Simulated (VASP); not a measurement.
# AlNi (zincblende type) (F-43m) in VASP: notebook

The runs below take AlNi (zincblende type) through single point, relaxation of cell and atoms, with PBE.

Program: VASP 6.6.1. These are calculated values, not measurements. Logs are shortened: lines on timing, memory, paths and dates and some standing lists are left out, and cuts for length are marked.

## Step 1: The cell of the first run

Symmetry: F-43m, No. 216, cubic system. Conventional cell: a = 4.568 Å, b = 4.568 Å, c = 4.568 Å, α = 90.00°, β = 90.00°, γ = 90.00°. Ni (site symmetry -43m) has 4 Al at 1.98 Å within 2.6 Å. Al (site symmetry -43m) has 4 Ni at 1.98 Å within 2.6 Å.

## Step 2: Single point, PBE

INCAR

```
SYSTEM = AlNi
ALGO = Normal ; EDIFF = 1E-6
ENCUT = 520 ; GGA = PE
ISIF = 2 ; ISMEAR = -1
LASPH = .TRUE. ; LCHARG = .FALSE.
LREAL = .FALSE. ; LWAVE = .FALSE.
NBANDS = 14 ; NELM = 80
PREC = Accurate ; SIGMA = 0.05
```

KPOINTS

```
k-points
0
G
  13 13 13
  0 0 0
```

POSCAR

```
AlNi
1.0
    0.0000000000      2.2840494337      2.2840494337
    2.2840494337      0.0000000000      2.2840494337
    2.2840494337      2.2840494337      0.0000000000
Ni Al
1 1
Direct
    0.0000000000      0.0000000000      0.0000000000
    0.2500000000      0.2500000000      0.2500000000
```

Potentials or basis: VASP PAW PBE potentials, release 64 (Ni, Al).

On the command line:

```
> cat potpaw_PBE.64/Ni/POTCAR potpaw_PBE.64/Al/POTCAR > POTCAR
> mpirun -np 1 vasp_std > vasp.out
```

OUTCAR:

```text
SYSTEM = AlNi
   EDIFF = 1E-6
   ENCUT = 520
   GGA = PE
   ISIF = 2
   ISMEAR = -1
   LASPH = .TRUE.
   LREAL = .FALSE.
   NELM = 80
   PREC = Accurate

 ion  position               nearest neighbor table
   1  0.000  0.000  0.000-   2 1.98   2 1.98   2 1.98   2 1.98
   2  0.250  0.250  0.250-   1 1.98   1 1.98   1 1.98   1 1.98

  LATTYP: Found a face centered cubic cell.
 ALAT       =     4.5680988674

  Lattice vectors:

 A1 = (   0.0000000000,   2.2840494337,   2.2840494337)
 A2 = (   2.2840494337,   0.0000000000,   2.2840494337)
 A3 = (   2.2840494337,   2.2840494337,   0.0000000000)

Analysis of symmetry for initial positions (statically):
=====================================================================
 Subroutine PRICEL returns:
 Original cell was already a primitive cell.

 Routine SETGRP: Setting up the symmetry group for a
 face centered cubic supercell.

 Subroutine GETGRP returns: Found 24 space group operations
 (whereof 24 operations were pure point group operations)
 out of a pool of 48 trial point group operations.

The static configuration has the point symmetry T_d .

Analysis of symmetry for dynamics (positions and initial velocities):
=====================================================================
 Subroutine PRICEL returns:
 Original cell was already a primitive cell.

 Routine SETGRP: Setting up the symmetry group for a
 face centered cubic supercell.

 Subroutine GETGRP returns: Found 24 space group operations
 (whereof 24 operations were pure point group operations)
 out of a pool of 48 trial point group operations.

The dynamic configuration has the point symmetry T_d .

 Subroutine INISYM returns: Found 24 space group operations
 (whereof 24 operations are pure point group operations),
 and found     1 'primitive' translations

----------------------------------------------------------------------------------------

                                     Primitive cell

  volume of cell :      23.8312

  direct lattice vectors                    reciprocal lattice vectors
     0.000000000  2.284049434  2.284049434    -0.218909448  0.218909448  0.218909448
     2.284049434  0.000000000  2.284049434     0.218909448 -0.218909448  0.218909448
     2.284049434  2.284049434  0.000000000     0.218909448  0.218909448 -0.218909448

  length of vectors
     3.230133686  3.230133686  3.230133686     0.379162286  0.379162286  0.379162286

  position of ions in fractional coordinates (direct lattice)
     0.000000000  0.000000000  0.000000000
     0.250000000  0.250000000  0.250000000

  ion indices of the primitive-cell ions
   primitive index   ion index
                 1           1
                 2           2

----------------------------------------------------------------------------------------

 KPOINTS: k-points

Automatic generation of k-mesh.
 Grid dimensions read from file:
 generate k-points for:   13   13   13

 Generating k-lattice:

  Cartesian coordinates                     Fractional coordinates (reciprocal lattice)
    -0.016839188  0.016839188  0.016839188     0.076923077  0.000000000  0.000000000
     0.016839188 -0.016839188  0.016839188     0.000000000  0.076923077  0.000000000
     0.016839188  0.016839188 -0.016839188     0.000000000  0.000000000  0.076923077

  Length of vectors
     0.029166330  0.029166330  0.029166330

  Shift w.r.t. Gamma in fractional coordinates (k-lattice)
     0.000000000  0.000000000  0.000000000

 Subroutine IBZKPT returns following result:
 ===========================================

 Found     84 irreducible k-points:

 Following reciprocal coordinates:
            Coordinates               Weight
  0.000000  0.000000  0.000000      1.000000
  0.076923  0.000000  0.000000      8.000000
  0.153846  0.000000  0.000000      8.000000
  0.230769  0.000000  0.000000      8.000000
  0.307692  0.000000  0.000000      8.000000
  0.384615  0.000000  0.000000      8.000000
[... 16 lines left out ...]
  0.384615  0.153846  0.000000     24.000000
  0.461538  0.153846  0.000000     24.000000
 [... further k-points ...]
   k-points           NKPTS =     84   k-points in BZ     NKDIM =     84   number of bands    NBANDS=     14
   number of dos      NEDOS =    301   number of ions     NIONS =      2
   total plane-waves  NPLWV =  13824
   dimension x,y,z NGX =    24 NGY =   24 NGZ =   24
   dimension x,y,z NGXF=    48 NGYF=   48 NGZF=   48
   ions per type =               1   1
   NGX,Y,Z   is equivalent  to a cutoff of  12.35, 12.35, 12.35 a.u.
   NGXF,Y,Z  is equivalent  to a cutoff of  24.70, 24.70, 24.70 a.u.
 SYSTEM =  AlNi
   PREC   = accura    normal or accurate (medium, high low for compatibility)
   ISTART =      0    job   : 0-new  1-cont  2-samecut
   ICHARG =      2    charge: 1-file 2-atom 10-const
   ISPIN  =      1    spin polarized calculation?
   LNONCOLLINEAR =      F non collinear calculations
   LSORBIT =      F    spin-orbit coupling
   LASPH  =      T    aspherical Exc in radial PAW
   ENCUT  =  520.0 eV  38.22 Ry    6.18 a.u.   6.01  6.01  6.01*2*pi/ulx,y,z
   NELM   =     80;   NELMIN=  2; NELMDL= -5     # of ELM steps
   EDIFF  = 0.1E-05   stopping-criterion for ELM
   LREAL  =      F    real-space projection
   EDIFFG = 0.1E-04   stopping-criterion for IOM
   NSW    =      0    number of steps for IOM
   IBRION =     -1    ionic relax: 0-MD 1-quasi-New 2-CG
   NFREE  =      0    steps in history (QN), initial steepest desc. (CG)
   ISIF   =      2    stress and relaxation
   ISYM   =      2    0-nonsym 1-usesym 2-fastsym
   POTIM  = 0.5000    time-step for ionic-motion
   TEBEG  =    0.0;   TEEND  =   0.0 temperature during run
   PSTRESS=    0.0 pullay stress
   NELECT =      13.0000    total number of electrons
   NUPDOWN=      -1.0000    fix difference up-down
   EMIN   =  10.00;   EMAX   =-10.00  energy-range for DOS
   EFERMI =   0.00;   METHOD = LEGACY
   ISMEAR =    -1;   SIGMA  =   0.05  broadening in eV -4-tet -1-fermi 0-gaus
   EFERMI_NEDOS =   21; number of points for ismear=-14 and -15
   IALGO  =     38    algorithm
   IMIX   =      4    mixing-type and parameters
     AMIX     =   0.40;   BMIX     =  1.00
     AMIX_MAG =   1.60;   BMIX_MAG =  1.00
  volume/ion in A,a.u.               =      11.92        80.41
  Fermi-wavevector in a.u.,A,eV,Ry     =   1.337644  2.527780 24.344778  1.789291
  Thomas-Fermi vector in A             =   2.466176
   LORBIT       =      0    0 simple, 1 ext, 2 COOP (PROOUT), +10 PAW based schemes
   GGA     = PE    functional components
   LHFCALC =     F    Hartree Fock is set to
   AEXX    =    0.0000 exact exchange contribution
   IVDW    =     0    specifies the selected vdW correction
   LEPSILON=     F    determine dielectric tensor
   LRPA    =     F    only Hartree local field effects (RPA)
 non-spin polarized calculation
  energy-cutoff  :      520.00
  volume of cell :       23.83
 maximum number of plane-waves:       654
   NGX = 13   NGY = 13   NGZ = 13

 number of electron      12.9999990 magnetization

 Free energy of the ion-electron system (eV)
  ---------------------------------------------------
  ext. energy  EPLUGINS =         0.00000000
  ---------------------------------------------------
  free energy    TOTEN  =        -5.75505488 eV

  energy without entropy =       -5.75114476  energy(sigma->0) =       -5.75309982

 E-fermi :   9.7271     XC(G=0): -11.8045

 val. band max:        9.6823186379   @ k =   0.3846   0.0769   0.0000
 cond. band min:       9.7527019349   @ k =  -0.4615   0.3846   0.0769
 fundamental gap:      0.0703832970
 Fermi energy:         9.7271141372

 k-point     1 :       0.0000    0.0000    0.0000
  band No.  band energies     occupation
      1      -0.8895      2.00000
      2       6.2383      2.00000
      3       6.2383      2.00000
      4       6.2383      2.00000
      5       7.0581      2.00000
      6       7.0581      2.00000
      7      18.4936      0.00000
      8      18.4936      0.00000
      9      18.4936      0.00000
     10      21.1014      0.00000
     11      21.1014      0.00000
     12      21.1014      0.00000
     13      24.7523      0.00000
     14      25.9870      0.00000

 k-point     2 :       0.0769    0.0000    0.0000
  band No.  band energies     occupation
      1      -0.7594      2.00000
      2       6.2100      2.00000
      3       6.2634      2.00000
      4       6.2634      2.00000
      5       7.0475      2.00000
      6       7.0475      2.00000
      7      17.1985      0.00000
      8      18.3008      0.00000
      9      18.3008      0.00000
     10      21.3826      0.00000
     11      21.3826      0.00000
     12      21.5979      0.00000
     13      24.7905      0.00000
     14      25.2055      0.00000

 k-point     3 :       0.1538    0.0000    0.0000
  band No.  band energies     occupation
      1      -0.3726      2.00000
      2       6.1276      2.00000
      3       6.3233      2.00000
      4       6.3233      2.00000
      5       7.0313      2.00000
      6       7.0313      2.00000
      7      14.9949      0.00000
      8      17.8912      0.00000
      9      17.8912      0.00000
     10      21.7309      0.00000
     11      21.8392      0.00000
     12      21.8392      0.00000
     13      24.2406      0.00000
     14      24.2406      0.00000
[... 324 lines left out ...]
 k-point    23 :       0.3846    0.1538    0.0000
  band No.  band energies     occupation
      1       1.8562      2.00000
      2       5.6722      2.00000
      3       6.2711      2.00000
      4       6.5307      2.00000
      5       7.0963      2.00000
      6       7.3450      2.00000
      7      10.3909      0.00000
      8      14.8578      0.00000
      9      15.5883      0.00000
     10      18.2784      0.00000
     11      22.4694      0.00000
     12      23.0176      0.00000
     13      24.4294      0.00000
     14      26.6070      0.00000

 k-point    24 :       0.4615    0.1538    0.0000
  band No.  band energies     occupation
      1       2.8731      2.00000
      2       5.3235      2.00000
      3       6.2097      2.00000
      4       6.5128      2.00000
      5       7.3584      2.00000
      6       7.3760      2.00000
      7       8.8889      2.00000
      8      14.7242      0.00000
      9      14.9178      0.00000
     10      18.2891      0.00000
     11      22.3431      0.00000
     12      23.3721      0.00000
     13      25.0834      0.00000
     14      26.4175      0.00000

 [... further k-points ...]

------------------------ aborting loop because EDIFF is reached ----------------------------------------

  FORCE on cell =-STRESS in cart. coord.  units (eV):
  Direction    XX          YY          ZZ          XY          YZ          ZX
  --------------------------------------------------------------------------------------
  -------------------------------------------------------------------------------------
  Total       12.3332616     12.3332616     12.3332616      0.0000000      0.0000000      0.0000000
  in kB      829.1670447    829.1670447    829.1670447      0.0000000      0.0000000      0.0000000
  external PRESSURE =     829.1670447 kB  Pullay stress =       0.0000000 kB

 VOLUME and BASIS-vectors are now :
 -----------------------------------------------------------------------------
  energy-cutoff  :      520.00
  volume of cell :       23.83
      direct lattice vectors                 reciprocal lattice vectors
     0.000000000  2.284049434  2.284049434    -0.218909448  0.218909448  0.218909448
     2.284049434  0.000000000  2.284049434     0.218909448 -0.218909448  0.218909448
     2.284049434  2.284049434  0.000000000     0.218909448  0.218909448 -0.218909448

 POSITION                                       TOTAL-FORCE (eV/Angst)
 -----------------------------------------------------------------------------------
      0.00000      0.00000      0.00000         0.000000      0.000000      0.000000
      1.14202      1.14202      1.14202        -0.000000     -0.000000     -0.000000
 -----------------------------------------------------------------------------------
    total drift:                               -0.000001     -0.000001     -0.000001

  FREE ENERGIE OF THE ION-ELECTRON SYSTEM (eV)
  ---------------------------------------------------
  free  energy   TOTEN  =        -5.7550548806 eV

  energy  without entropy=       -5.7511447571  energy(sigma->0) =       -5.75309982
```

Wall time 24 s (1 thread of Intel Xeon 8259CL, shared host); peak memory 0.16 GiB.

What came out:

```yaml
Free_energy: -5.7551 eV
Pressure: 82.9 GPa
Band_gap_on_the_k_mesh: zero (an odd number of electrons rules out a gap without spin polarisation)
```

Levels at points of the mesh, in eV from the Fermi level:
```csv
k point,band 4,band 5,band 6,band 7,band 8,band 9
"(0.00, 0.00, 0.00)",-3.49,-2.67,-2.67,8.77,8.77,8.77
```

Caveat: the cell stands under pressure.

## Step 3: Single point, PBE

INCAR

```
ALGO = Normal
EDIFF = 1E-6
ENCUT = 520
GGA = PE
ISIF = 2
ISMEAR = -1
LASPH = T
LCHARG = F
LREAL = F
LWAVE = F
NBANDS = 14
NELM = 100
PREC = Accurate
SIGMA = 0.05
```

KPOINTS

```
k-points
0
Gamma
  13 13 13
```

POSCAR is that of step 2.

Potentials or basis: VASP PAW PBE potentials, release 64 (Ni, Al).

On the command line:

```
> cat potpaw_PBE.64/Ni/POTCAR potpaw_PBE.64/Al/POTCAR > POTCAR
> mpirun -np 1 vasp_std > vasp.out
```

Run time: 26 s. Hardware: 1 thread of Intel Xeon 8259CL, shared host; peak memory 0.16 GiB.

The run converged. Its results:

| Property | Result |
| --- | --- |
| Free energy | -5.7551 eV |
| Pressure | 82.9 GPa |
| Band gap on the k mesh | zero (an odd number of electrons rules out a gap without spin polarisation) |

Levels at points of the mesh, in eV from the Fermi level:
```csv
k point,band 2,band 3,band 4,band 5,band 6,band 7,band 8,band 9,band 10,band 11
"(0.00, 0.00, 0.00)",-3.49,-3.49,-3.49,-2.67,-2.67,8.77,8.77,8.77,11.37,11.37
```

Caveat: the cell stands under pressure. Spin polarisation is off, so any magnetic state and its effect on volume and gap are missing.

## Step 4: Relaxation of cell and atoms, PBE, target pressure 83 GPa, at which the enthalpy is minimised

This run uses another cell than the first one, of 10.97 Å³/atom.

INCAR

```
SYSTEM = AlNi
  PREC = Accurate
  ENCUT = 600
  EDIFF = 1E-7
  ISMEAR = -1
  SIGMA = 0.05
  LREAL = .FALSE.
  LASPH = .TRUE.
  NELM = 100
  ALGO = Normal
  ISIF = 3
  LWAVE = .FALSE.
  LCHARG = .FALSE.
  GGA = PE
  IBRION = 2
  NSW = 60
  EDIFFG = -0.005
  PSTRESS = 830.0
```

KPOINTS

```
regular mesh
0
G
  13 13 13
  0 0 0
```

POSCAR

```
AlNi
1.0
    0.0000000000      2.2222095625      2.2222095625
    2.2222095625      0.0000000000      2.2222095625
    2.2222095625      2.2222095625      0.0000000000
Ni Al
1 1
Direct
    0.0000000000      0.0000000000      0.0000000000
    0.2500000000      0.2500000000      0.2500000000
```

On the command line:

```
> cat potpaw_PBE.64/Ni/POTCAR potpaw_PBE.64/Al/POTCAR > POTCAR
> mpirun -np 1 vasp_std > vasp.out
```

It took 5.3 min on 1 thread of Intel Xeon 8259CL, shared host; peak memory 0.19 GiB.

It converged, with:

```
Free energy                                                : -5.7531 eV
Relaxed volume                                             : 11.91 Å³/atom
Relaxed cell                                               : a = 3.230 Å, b = 3.230 Å, c = 3.230 Å, α = 60.00°, β = 60.00°, γ = 60.00°
Space group after relaxing (to 0.1 Å)                      : F-43m (No. 216)
Energy change on relaxing (the run minimises the enthalpy) : -574.6 meV/atom
Ionic steps                                                : 17
Pressure after relaxing                                    : 83.0 GPa
Band gap on the k mesh                                     : zero (an odd number of electrons rules out a gap without spin polarisation)
```

The path:
```
step  energy change (eV)  largest force (eV/Å)  pressure (GPa)  volume (Å³)
   1              0.0000                0.0000          114.51        21.95
   2             -3.0169                0.0000           29.58        29.54
   3             -1.2349                0.0000           80.65        24.00
   4             -1.1539                0.0000           82.87        23.84
   5             -1.1337                0.0000           83.43        23.80
   6             -1.1344                0.0000           83.41        23.80
   7             -1.1366                0.0000           83.35        23.80
   8             -1.1366                0.0000           83.33        23.80
   9             -1.1367                0.0000           83.30        23.80
  10             -1.1368                0.0000           83.24        23.80
  11             -1.1370                0.0000           83.34        23.80
  12             -1.1375                0.0000           83.33        23.81
  13             -1.1385                0.0000           83.30        23.81
  14             -1.1405                0.0000           83.24        23.81
  15             -1.1445                0.0000           83.13        23.82
  16             -1.1524                0.0000           82.92        23.83
  17             -1.1493                0.0000           83.00        23.83
```

Final structure:
```yaml
crystal:
  lattice:
    - [0.00000, 2.28396, 2.28396]
    - [2.28396, 0.00000, 2.28396]
    - [2.28396, 2.28396, 0.00000]
  atoms:
    - { symbol: Ni, position: [0.00000, 0.00000, 0.00000] }
    - { symbol: Al, position: [0.25000, 0.25000, 0.25000] }
```

Levels at points of the mesh, in eV from the Fermi level:
```
           k point  band 4  band 5  band 6  band 7  band 8  band 9
(0.00, 0.00, 0.00)   -3.49   -2.67   -2.67    8.77    8.77    8.77
```

Caveat: the cell is relaxed towards a set pressure, so the run minimises the enthalpy, not the energy.
